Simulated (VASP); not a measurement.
Set up this calculation in VASP 6.6.1, as the native input.

| Property | Result |
| --- | --- |
| Task | single point |
| Functional | PBE |
| Potentials or basis | VASP PAW PBE potentials, release 64 (Cu, O) |
| Cutoff | 520 eV |
| k mesh | 10 × 10 × 10 |
| Occupations | fermi-dirac, width 0.05 eV |
| Spin | no spin polarisation |
| Dipole correction | no |
| Further INCAR settings | ALGO = Normal; EDIFF = 1e-06; NBANDS = 16 |

The structure of CuO lies in POSCAR:

```
CuO
1.0
    0.0000000000      2.3272527300      2.3272527300
    2.3272527300      0.0000000000      2.3272527300
    2.3272527300      2.3272527300      0.0000000000
Cu O
1 1
Direct
    0.0000000000      0.0000000000      0.0000000000
    0.2500000000      0.2500000000      0.2500000000
```

The input as run:

INCAR

```
  PREC = Accurate
  ENCUT = 520
  EDIFF = 1E-6
  ISMEAR = -1
  SIGMA = 0.05
  LREAL = F
  LASPH = T
  NELM = 100
  ALGO = Normal
  ISIF = 2
  LWAVE = F
  LCHARG = F
  GGA = PE
  NBANDS = 16
```

KPOINTS

```
regular mesh
0
Gamma
  10 10 10
```

Potentials or basis: VASP PAW PBE potentials, release 64 (Cu, O).

Launch:

```bash
$ cat potpaw_PBE.64/Cu/POTCAR potpaw_PBE.64/O/POTCAR > POTCAR
$ mpirun -np 1 vasp_std > vasp.out
```

It gave:

```json
{
  "Pressure": "-9.0 GPa"
}
```

Caveat: an odd number of electrons without spin polarisation forces a metal; a magnetic or distorted state may lie lower.

Wall time 8.9 s on 1 thread of Intel(R) Xeon(R) Platinum 8488C (Sapphire Rapids), on a shared host, peak memory 0.14 GiB.
